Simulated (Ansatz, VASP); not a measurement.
**Mo in VASP and in Ansatz**

```
CELL_PARAMETERS angstrom
-1.55656 1.55656 1.55656
1.55656 -1.55656 1.55656
1.55656 1.55656 -1.55656
ATOMIC_POSITIONS crystal
Mo 0.00000 0.00000 0.00000
```

Alike in both runs: task single point; functional LDA; k mesh 14 × 14 × 14; occupations methfessel-paxton of order 1, width 0.3 eV; no spin polarisation.

```csv
,VASP,Ansatz
version,VASP 6.6.1,Ansatz 0.2.0
potentials or method,"VASP PAW LDA potentials, release 64 (Mo_sv), cutoff 520 eV","plane waves (420 eV) with PAW, scalar-relativistic"
valence electrons in the cell,14,14
```

```tsv
	VASP	Ansatz	Ansatz less VASP
pressure (GPa)	1.3	0.1	-1.20
```

Ansatz warns that its potentials were made for another functional, while VASP's fit it. LDA's correlation is that of Perdew and Zunger in VASP and of Perdew and Wang (1992) in Ansatz.
